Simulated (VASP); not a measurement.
# Mg2Cd3O5 (I4/mmm) in VASP: a series of runs

Runs on Mg2Cd3O5. Level: PBE. Tasks: single point.

Program: VASP 6.6.1. These are calculated values, not measurements. Logs are shortened: lines on timing, memory, paths and dates and some standing lists are left out, and cuts for length are marked.

## Step 1: The cell of the first run

The structure is tetragonal, space group I4/mmm (No. 139). The conventional cell has a = 3.498 Å, b = 3.498 Å, c = 24.734 Å, α = 90.00°, β = 90.00°, γ = 90.00°. Within 3.3 Å of Mg (site symmetry 4mm) lie 6 O at 2.47 Å. Within 3.3 Å of Cd (site symmetry 4mm) lie 6 O at 2.47 Å. Within 3.3 Å of Cd (site symmetry 4/mmm) lie 6 O at 2.47 Å. O (site symmetry 4mm) has 1 Mg at 2.47 Å and 5 Cd at 2.47 Å within 3.3 Å. Within 3.3 Å of O (site symmetry 4mm) lie 2 Cd at 2.47 Å and 4 Mg at 2.47 Å. Within 3.3 Å of O (site symmetry 4/mmm) lie 2 Mg at 2.47 Å and 4 Cd at 2.47 Å.

## Step 2: Single point, PBE

Input file INCAR:

```
SYSTEM = Mg2Cd3O5
  PREC = Accurate
  ENCUT = 520
  EDIFF = 1E-6
  ISMEAR = 0
  SIGMA = 0.1
  LREAL = .FALSE.
  LASPH = .TRUE.
  NELM = 100
  ALGO = Normal
  ISIF = 2
  LWAVE = .FALSE.
  LCHARG = .TRUE.
  GGA = PE
  LELF = .TRUE.
  LVHAR = .TRUE.
  NBANDS = 46
```

Input file KPOINTS:

```
regular mesh
0
G
  8 8 8
  0 0 0
```

Input file POSCAR:

```
Mg2Cd3O5
1.0
   -1.7489261500      1.7489261500     12.3667753900
    1.7489261500     -1.7489261500     12.3667753900
    1.7489261500      1.7489261500    -12.3667753900
Mg Cd O
2 3 5
Direct
    0.9000000000      0.9000000000      0.0000000000
    0.1000000000      0.1000000000      0.0000000000
    0.7000000000      0.7000000000      0.0000000000
    0.3000000000      0.3000000000      0.0000000000
    0.5000000000      0.5000000000      0.0000000000
    0.8000000000      0.8000000000      0.0000000000
    0.4000000000      0.4000000000      0.0000000000
    0.0000000000      0.0000000000      0.0000000000
    0.6000000000      0.6000000000      0.0000000000
    0.2000000000      0.2000000000      0.0000000000
```

Potentials or basis: VASP PAW PBE potentials, release 64 (Mg, Cd, O).

Launch:

```bash
$ cat potpaw_PBE.64/Mg/POTCAR potpaw_PBE.64/Cd/POTCAR potpaw_PBE.64/O/POTCAR > POTCAR
$ mpirun -np 1 vasp_std > vasp.out
```

OUTCAR:

```text
SYSTEM = Mg2Cd3O5
   PREC = Accurate
   ENCUT = 520
   EDIFF = 1E-6
   ISMEAR = 0
   LREAL = .FALSE.
   LASPH = .TRUE.
   NELM = 100
   ISIF = 2
   GGA = PE

 ion  position               nearest neighbor table
   1  0.900  0.900  0.000-   6 2.47   8 2.47   7 2.47   7 2.47   7 2.47   7 2.47   5 3.50   5 3.50
                             4 3.50   4 3.50   4 3.50   5 3.50   4 3.50   5 3.50
   2  0.100  0.100  0.000-   8 2.47  10 2.47   9 2.47   9 2.47   9 2.47   9 2.47   3 3.50   3 3.50
                             5 3.50   5 3.50   5 3.50   3 3.50   5 3.50   3 3.50
   3  0.700  0.700  0.000-   6 2.47   9 2.47  10 2.47  10 2.47  10 2.47  10 2.47   4 3.50   4 3.50
                             4 3.50   4 3.50   2 3.50   2 3.50   2 3.50   2 3.50
   4  0.300  0.300  0.000-  10 2.47   7 2.47   6 2.47   6 2.47   6 2.47   6 2.47   3 3.50   3 3.50
                             3 3.50   3 3.50   1 3.50   1 3.50   1 3.50   1 3.50
   5  0.500  0.500  0.000-   7 2.47   9 2.47   8 2.47   8 2.47   8 2.47   8 2.47   2 3.50   2 3.50
                             1 3.50   1 3.50   1 3.50   2 3.50   1 3.50   2 3.50
   6  0.800  0.800  0.000-   3 2.47   1 2.47   4 2.47   4 2.47   4 2.47   4 2.47
   7  0.400  0.400  0.000-   4 2.47   5 2.47   1 2.47   1 2.47   1 2.47   1 2.47
   8  0.000  0.000  0.000-   1 2.47   2 2.47   5 2.47   5 2.47   5 2.47   5 2.47
   9  0.600  0.600  0.000-   3 2.47   5 2.47   2 2.47   2 2.47   2 2.47   2 2.47
  10  0.200  0.200  0.000-   4 2.47   2 2.47   3 2.47   3 2.47   3 2.47   3 2.47

  LATTYP: Found a body centered tetragonal cell.
 ALAT       =     3.4978523000
 C/A-ratio  =     7.0710678035

  Lattice vectors:

 A1 = (  -1.7489261500,   1.7489261500,  12.3667753900)
 A2 = (   1.7489261500,  -1.7489261500,  12.3667753900)
 A3 = (   1.7489261500,   1.7489261500, -12.3667753900)

Analysis of symmetry for initial positions (statically):
=====================================================================
 Subroutine PRICEL returns:
 Original cell was already a primitive cell.

 Routine SETGRP: Setting up the symmetry group for a
 body centered tetragonal supercell.

 Subroutine GETGRP returns: Found 16 space group operations
 (whereof 16 operations were pure point group operations)
 out of a pool of 16 trial point group operations.

The static configuration has the point symmetry D_4h.

Analysis of symmetry for dynamics (positions and initial velocities):
=====================================================================
 Subroutine PRICEL returns:
 Original cell was already a primitive cell.

 Routine SETGRP: Setting up the symmetry group for a
 body centered tetragonal supercell.

 Subroutine GETGRP returns: Found 16 space group operations
 (whereof 16 operations were pure point group operations)
 out of a pool of 16 trial point group operations.

The dynamic configuration has the point symmetry D_4h.

 Subroutine INISYM returns: Found 16 space group operations
 (whereof 16 operations are pure point group operations),
 and found     1 'primitive' translations

----------------------------------------------------------------------------------------

                                     Primitive cell

  volume of cell :     151.3071

  direct lattice vectors                    reciprocal lattice vectors
    -1.748926150  1.748926150 12.366775390     0.000000000  0.285889716  0.040430911
     1.748926150 -1.748926150 12.366775390     0.285889716  0.000000000  0.040430911
     1.748926150  1.748926150-12.366775390     0.285889716  0.285889716  0.000000000

  length of vectors
    12.611685807 12.611685807 12.611685807     0.288734460  0.288734460  0.404309113

  position of ions in fractional coordinates (direct lattice)
     0.900000000  0.900000000  0.000000000
     0.100000000  0.100000000  0.000000000
     0.700000000  0.700000000  0.000000000
     0.300000000  0.300000000  0.000000000
     0.500000000  0.500000000  0.000000000
     0.800000000  0.800000000  0.000000000
     0.400000000  0.400000000  0.000000000
     0.000000000  0.000000000  0.000000000
     0.600000000  0.600000000  0.000000000
     0.200000000  0.200000000  0.000000000

  ion indices of the primitive-cell ions
   primitive index   ion index
                 1           1
                 2           2
                 3           3
                 4           4
                 5           5
                 6           6
                 7           7
                 8           8
                 9           9
                10          10

----------------------------------------------------------------------------------------

 KPOINTS: regular mesh

Automatic generation of k-mesh.
 Grid dimensions read from file:
 generate k-points for:    8    8    8

 Generating k-lattice:

  Cartesian coordinates                     Fractional coordinates (reciprocal lattice)
     0.000000000  0.035736214  0.005053864     0.125000000  0.000000000  0.000000000
     0.035736214  0.000000000  0.005053864     0.000000000  0.125000000  0.000000000
     0.035736214  0.035736214  0.000000000     0.000000000  0.000000000  0.125000000

  Length of vectors
     0.036091807  0.036091807  0.050538639

  Shift w.r.t. Gamma in fractional coordinates (k-lattice)
     0.000000000  0.000000000  0.000000000

 Subroutine IBZKPT returns following result:
 ===========================================

 Found     59 irreducible k-points:

 Following reciprocal coordinates:
            Coordinates               Weight
  0.000000  0.000000  0.000000      1.000000
  0.125000 -0.000000  0.000000      8.000000
  0.250000 -0.000000  0.000000      8.000000
  0.375000  0.000000  0.000000      8.000000
  0.500000 -0.000000  0.000000      4.000000
  0.125000  0.125000  0.000000      8.000000
[... 16 lines left out ...]
  0.250000  0.125000  0.125000     16.000000
  0.375000  0.125000  0.125000      8.000000
 [... further k-points ...]
   k-points           NKPTS =     59   k-points in BZ     NKDIM =     59   number of bands    NBANDS=     46
   number of dos      NEDOS =    301   number of ions     NIONS =     10
   total plane-waves  NPLWV = 884736
   dimension x,y,z NGX =    96 NGY =   96 NGZ =   96
   dimension x,y,z NGXF=   192 NGYF=  192 NGZF=  192
   ions per type =               2   3   5
   NGX,Y,Z   is equivalent  to a cutoff of  12.65, 12.65, 12.65 a.u.
   NGXF,Y,Z  is equivalent  to a cutoff of  25.31, 25.31, 25.31 a.u.
 SYSTEM =  Mg2Cd3O5
   PREC   = accura    normal or accurate (medium, high low for compatibility)
   ISTART =      0    job   : 0-new  1-cont  2-samecut
   ICHARG =      2    charge: 1-file 2-atom 10-const
   ISPIN  =      1    spin polarized calculation?
   LNONCOLLINEAR =      F non collinear calculations
   LSORBIT =      F    spin-orbit coupling
   LASPH  =      T    aspherical Exc in radial PAW
   ENCUT  =  520.0 eV  38.22 Ry    6.18 a.u.  23.45 23.45 23.45*2*pi/ulx,y,z
   NELM   =    100;   NELMIN=  2; NELMDL= -5     # of ELM steps
   EDIFF  = 0.1E-05   stopping-criterion for ELM
   LREAL  =      F    real-space projection
   EDIFFG = 0.1E-04   stopping-criterion for IOM
   NSW    =      0    number of steps for IOM
   IBRION =     -1    ionic relax: 0-MD 1-quasi-New 2-CG
   NFREE  =      0    steps in history (QN), initial steepest desc. (CG)
   ISIF   =      2    stress and relaxation
   ISYM   =      2    0-nonsym 1-usesym 2-fastsym
   POTIM  = 0.5000    time-step for ionic-motion
   TEBEG  =    0.0;   TEEND  =   0.0 temperature during run
   PSTRESS=    0.0 pullay stress
   NELECT =      70.0000    total number of electrons
   NUPDOWN=      -1.0000    fix difference up-down
   EMIN   =  10.00;   EMAX   =-10.00  energy-range for DOS
   EFERMI =   0.00;   METHOD = LEGACY
   ISMEAR =     0;   SIGMA  =   0.10  broadening in eV -4-tet -1-fermi 0-gaus
   EFERMI_NEDOS =   21; number of points for ismear=-14 and -15
   IALGO  =     38    algorithm
   IMIX   =      4    mixing-type and parameters
     AMIX     =   0.40;   BMIX     =  1.00
     AMIX_MAG =   1.60;   BMIX_MAG =  1.00
  volume/ion in A,a.u.               =      15.13       102.11
  Fermi-wavevector in a.u.,A,eV,Ry     =   1.266157  2.392691 21.812243  1.603155
  Thomas-Fermi vector in A             =   2.399373
   LORBIT       =      0    0 simple, 1 ext, 2 COOP (PROOUT), +10 PAW based schemes
   GGA     = PE    functional components
   LHFCALC =     F    Hartree Fock is set to
   AEXX    =    0.0000 exact exchange contribution
   IVDW    =     0    specifies the selected vdW correction
   LEPSILON=     F    determine dielectric tensor
   LRPA    =     F    only Hartree local field effects (RPA)
 non-spin polarized calculation
 Gauss-broadening in eV      SIGMA  =   0.10
  energy-cutoff  :      520.00
  volume of cell :      151.31
 maximum number of plane-waves:      4137
 NGX is ok and might be reduce to    96
   NGX = 47   NGY = 47   NGZ = 47

 number of electron      69.9999997 magnetization

 Free energy of the ion-electron system (eV)
  ---------------------------------------------------
  ext. energy  EPLUGINS =         0.00000000
  ---------------------------------------------------
  free energy    TOTEN  =       -43.97070804 eV

  energy without entropy =      -43.96884241  energy(sigma->0) =      -43.96977522

 E-fermi :   0.9052     XC(G=0): -10.1182

 val. band max:        0.7906785674   @ k =   0.5000  -0.0000   0.0000
 cond. band min:       1.0772646547   @ k =  -0.2500  -0.2500   0.2500
 fundamental gap:      0.2865860872
 Fermi energy:         0.9051868196

 k-point     1 :       0.0000    0.0000    0.0000
  band No.  band energies     occupation
      1     -15.4529      2.00000
      2     -15.2866      2.00000
      3     -15.2170      2.00000
      4     -14.9796      2.00000
      5     -14.9297      2.00000
      6      -5.9411      2.00000
[... 38 lines left out ...]
     45      11.9094      0.00000
     46      11.9246      0.00000
[... 1086 lines left out ...]
      6      -5.8946      2.00000
[... 38 lines left out ...]
     45       8.7661      0.00000
     46       9.4034      0.00000

 [... further k-points ...]

------------------------ aborting loop because EDIFF is reached ----------------------------------------

  FORCE on cell =-STRESS in cart. coord.  units (eV):
  Direction    XX          YY          ZZ          XY          YZ          ZX
  --------------------------------------------------------------------------------------
  -------------------------------------------------------------------------------------
  Total      -15.9516516    -15.9516516    -15.8759785      0.0000000      0.0000000     -0.0000000
  in kB     -168.9105711   -168.9105711   -168.1092763      0.0000000      0.0000000     -0.0000000
  external PRESSURE =    -168.6434728 kB  Pullay stress =       0.0000000 kB

 VOLUME and BASIS-vectors are now :
 -----------------------------------------------------------------------------
  energy-cutoff  :      520.00
  volume of cell :      151.31
      direct lattice vectors                 reciprocal lattice vectors
    -1.748926150  1.748926150 12.366775390     0.000000000  0.285889716  0.040430911
     1.748926150 -1.748926150 12.366775390     0.285889716  0.000000000  0.040430911
     1.748926150  1.748926150-12.366775390     0.285889716  0.285889716  0.000000000

 POSITION                                       TOTAL-FORCE (eV/Angst)
 -----------------------------------------------------------------------------------
      0.00000      0.00000     22.26020         0.000000      0.000000      0.017392
      0.00000      0.00000      2.47336         0.000000      0.000000     -0.017392
      0.00000      0.00000     17.31349         0.000000      0.000000     -0.017881
      0.00000      0.00000      7.42007         0.000000      0.000000      0.017881
      0.00000      0.00000     12.36678         0.000000      0.000000     -0.000000
      0.00000      0.00000     19.78684        -0.000000     -0.000000      0.574209
      0.00000      0.00000      9.89342         0.000000      0.000000      0.009325
      0.00000      0.00000      0.00000         0.000000      0.000000     -0.000000
      0.00000      0.00000     14.84013         0.000000      0.000000     -0.009325
      0.00000      0.00000      4.94671         0.000000      0.000000     -0.574209
 -----------------------------------------------------------------------------------
    total drift:                                0.000000      0.000000     -0.000000

  FREE ENERGIE OF THE ION-ELECTRON SYSTEM (eV)
  ---------------------------------------------------
  free  energy   TOTEN  =       -43.9707080361 eV

  energy  without entropy=      -43.9688424135  energy(sigma->0) =      -43.96977522
```

Run time: 58 min. Hardware: 1 thread of Intel Xeon 6975P-C (Granite Rapids), shared host; peak memory 1.7 GiB.

Results:

| Quantity | Value |
| --- | --- |
| Free energy | -43.9707 eV |
| Pressure | -16.9 GPa |
| Largest force | 0.574 eV/Å |
| Band gap on the k mesh | zero (bands 35 and 36 overlap by 0.20 eV) |

Forces in eV/Å, atoms in the order of the input:
```
Mg   0.000  0.000  0.017
Mg   0.000  0.000 -0.017
Cd   0.000  0.000 -0.018
Cd   0.000  0.000  0.018
Cd   0.000  0.000  0.000
O    0.000  0.000  0.574
O    0.000  0.000  0.009
O    0.000  0.000  0.000
O    0.000  0.000 -0.009
O    0.000  0.000 -0.574
```

Stress tensor (GPa, compression positive):
```
-16.89   0.00   0.00
  0.00 -16.89   0.00
  0.00   0.00 -16.81
```

Levels at points of the mesh, in eV from the Fermi level:
| k point | band 32 | band 33 | band 34 | band 35 | band 36 | band 37 | band 38 | band 39 |
| --- | --- | --- | --- | --- | --- | --- | --- | --- |
| (0.00, 0.00, 0.00) | -0.93 | -0.81 | -0.80 | -0.80 | -0.32 | 2.34 | 2.50 | 3.96 |
| (0.50, 0.00, 0.00) | -0.22 | -0.12 | -0.12 | -0.11 | 4.37 | 4.51 | 4.54 | 4.58 |
| (0.50, 0.50, 0.00) | -1.62 | -1.61 | -1.59 | -1.59 | 3.32 | 3.90 | 4.57 | 5.46 |
| (0.50, 0.50, 0.50) | -0.87 | -0.87 | -0.83 | -0.83 | 0.87 | 0.94 | 3.36 | 3.93 |

Caveat: the cell stands under tension; semilocal functionals underestimate gaps, and a narrow one can read as zero.

(Part 1 of 2 ends here.)

The gap in the log of VASP goes by the Fermi energy; the results here count the filled bands.